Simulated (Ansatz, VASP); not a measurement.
## La3Hf in VASP and in Ansatz

The input POSCAR:

```
La3Hf
1.0
    5.0451320000      0.0000000000      0.0000000000
    0.0000000000      5.0451320000      0.0000000000
    0.0000000000      0.0000000000      5.0451320000
Hf La
1 3
Direct
    0.0000000000      0.0000000000      0.0000000000
    0.5000000000      0.5000000000      0.0000000000
    0.5000000000      0.0000000000      0.5000000000
    0.0000000000      0.5000000000      0.5000000000
```

The input INCAR.step1:

```
SYSTEM = La3Hf
  ALGO = Normal
  EDIFF = 1E-4
  ENCUT = 600
  GGA = PE
  ISMEAR = -1
  LASPH = .True.
  LCHARG = .False.
  LREAL = .False.
  LWAVE = .True.
  NELM = 60
  PREC = Accurate
  SIGMA = 0.05
```

INCAR.step2

```
SYSTEM = La3Hf
  ALGO = Normal
  EDIFF = 1E-6
  EDIFFG = -0.01
  ENCUT = 600
  IBRION = 2
  ISIF = 3
  ISMEAR = -1
  ISTART = 1
  LASPH = .True.
  LCHARG = .False.
  LMIXTAU = .True.
  LREAL = .False.
  LWAVE = .False.
  METAGGA = R2SCAN
  NELM = 60
  NSW = 60
  PREC = Accurate
  SIGMA = 0.05
```

Contents of KPOINTS:

```
k-points
0
Gamma
  5 5 5
  0 0 0
```

Contents of input.yaml:

```yaml
crystal:
  lattice:
    - [5.045132, 0.0, 0.0]
    - [0.0, 5.045132, 0.0]
    - [0.0, 0.0, 5.045132]
  atoms:
    - { symbol: Hf, position: [0.0, 0.0, 0.0] }
    - { symbol: La, position: [0.5, 0.5, 0.0] }
    - { symbol: La, position: [0.5, 0.0, 0.5] }
    - { symbol: La, position: [0.0, 0.5, 0.5] }
hamiltonian:
  xc: r2scan
  pseudopotentials: { kind: paw }
kpoints:
  mp_grid: { grid: [5, 5, 5] }
scf:
  occupations: { method: fermi_dirac, width: 0.05 }
output:
  forces: true
  stress: true
  eigenvalues: true
relax:
  f_tol: 0.01
  max_steps: 40
  cell: { stress_tol: 0.05 }
```

Alike in both runs: task relaxation of cell and atoms; functional r2SCAN; k mesh 5 × 5 × 5; occupations fermi-dirac, width 0.05 eV; no spin polarisation.

```csv
,VASP,Ansatz
version,VASP 6.6.1,Ansatz 0.2.0
potentials or method,"VASP PAW PBE potentials, release 64 (Hf_pv, La)",Ansatz PAW
plane-wave cutoff (eV),600,500
valence electrons in the cell,43,59
```

VASP gave:

| Property | Result |
| --- | --- |
| gap on the k mesh at the Fermi level, each at its own relaxed structure (eV) | none |
| relaxed volume (Å³/atom) | 32.01 |
| relaxed length of the cell vector where the two differ most in proportion (Å) | 5.040 |

**Question.** Which values does Ansatz return?

**Answer.** gap on the k mesh at the Fermi level, each at its own relaxed structure (eV): none; relaxed volume (Å³/atom): 32.05; relaxed length of the cell vector where the two differ most in proportion (Å): 5.042.

VASP's potentials were made for PBE, not for r2SCAN. A gap of «none» marks a metal or a gap that the smearing closes. VASP's potentials hold 43 valence electrons a cell and Ansatz's 59, so a difference there can come from the potentials and not from the codes.

Spin-orbit coupling is off throughout. Noted on Ansatz's run: the magnetic or orbital state may not be the lowest; the plane-wave basis is chosen anew once the cell has moved, so the energies of steps on either side of that aren't comparable.
